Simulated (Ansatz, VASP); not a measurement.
# One calculation of Te, two programs

Contents of INCAR:

```
PREC = Accurate
ENCUT = 520
EDIFF = 1E-6
ISMEAR = 0
SIGMA = 0.15
LREAL = F
LASPH = T
NELM = 100
ALGO = Normal
ISIF = 2
LWAVE = F
LCHARG = F
GGA = PS
NBANDS = 9
```

KPOINTS

```
regular mesh
0
Gamma
  15 15 15
```

Contents of POSCAR:

```
Te
1.0
    2.2683403858      1.3096269324      1.8890738732
   -2.2683403858      1.3096269324      1.8890738732
    0.0000000000     -2.6192538646      1.8890738733
Te
1
Direct
    0.5000000000      0.5000000000      0.5000000000
```

Input for Ansatz:

```yaml
crystal:
  lattice:
    - [2.2683403858, 1.3096269324, 1.8890738732]
    - [-2.2683403858, 1.3096269324, 1.8890738732]
    - [0.0, -2.6192538646, 1.8890738733]
  atoms:
    - { symbol: Te, position: [0.5, 0.5, 0.5] }
basis:
  ecutwfc: 420
kpoints:
  mp_grid: { grid: [15, 15, 15] }
hamiltonian:
  xc: pbesol
  pseudopotentials: { kind: paw }
scf:
  occupations: { method: gaussian, width: 0.15 }
output:
  forces: true
  stress: true
  eigenvalues: true
```

Alike in both runs: task single point; functional PBEsol; k mesh 15 × 15 × 15; occupations gaussian, width 0.15 eV; no spin polarisation.

```csv
,VASP,Ansatz
version,VASP 6.6.1,Ansatz 0.2.0
potentials or method,"VASP PAW PBE potentials, release 64 (Te), cutoff 520 eV","scalar-relativistic, plane waves, PAW"
valence electrons in the cell,6,16
```

```csv
,VASP,Ansatz,Ansatz less VASP
gap on the k mesh at the Fermi level (eV),none,none,-
pressure (GPa),-3.7,-3.7,0.00
"traceless stress, the component that is largest in VASP (GPa)",-0.12,-0.12,-0.003
```

VASP's potentials were made for PBE, not for PBEsol. A gap of «none» marks a metal or a gap that the smearing closes. VASP's potentials hold 6 valence electrons a cell and Ansatz's 16, so a difference there can come from the potentials and not from the codes.

Neither program's run includes spin-orbit coupling.
